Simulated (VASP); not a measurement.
Crystal: W.

```
W
1.0
     0.00000    2.03000    2.03000
     2.03000    0.00000    2.03000
     2.03000    2.03000    0.00000
W
1
Cartesian
  0.0000 0.0000 0.0000
```

* Program: VASP 6.6.1
* Task: relaxation of cell and atoms
* Functional: PBE
* Dispersion: D4
* Potentials or basis: VASP PAW PBE potentials, release 64 (W_sv)
* Cutoff: 600 eV
* k mesh: 11 × 11 × 11
* Occupations: fermi-dirac, width 0.05 eV
* Spin: no spin polarisation

At the start: pressure -10.6 GPa; volume 16.73 Å³/atom.

**Question.** How do energy, volume and symmetry change on relaxing?

**Answer.** Over 7 steps the energy falls by 20.7 meV/atom and the volume is 16.12 Å³/atom (-3.6 %); space group Fm-3m (No. 225, to 0.05 Å).

Step by step:
| step | energy change (eV) | largest force (eV/Å) | pressure (GPa) | volume (Å³) |
| --- | --- | --- | --- | --- |
| 1 | 0.0000 | 0.0000 | -10.59 | 16.73 |
| 2 | 0.2563 | 0.0000 | 50.70 | 14.19 |
| 3 | -0.0206 | 0.0000 | -0.76 | 16.16 |
| 4 | -0.0207 | 0.0000 | -0.10 | 16.13 |
| 5 | -0.0207 | 0.0000 | 0.14 | 16.12 |
| 6 | -0.0207 | 0.0000 | -0.38 | 16.14 |
| 7 | -0.0207 | 0.0000 | -0.01 | 16.12 |

Final structure:
```cif
data_structure
_symmetry_space_group_name_H-M 'P 1'
_symmetry_Int_Tables_number 1
_cell_length_a 2.8358
_cell_length_b 2.8358
_cell_length_c 2.8358
_cell_angle_alpha 60.000
_cell_angle_beta 60.000
_cell_angle_gamma 60.000
_cell_volume 16.12
loop_
_atom_site_label
_atom_site_type_symbol
_atom_site_fract_x
_atom_site_fract_y
_atom_site_fract_z
_atom_site_occupancy
W1 W 0.00000 0.00000 0.00000 1
```

Caveat: pairwise dispersion overbinds metals, which lowers pressure and volume.
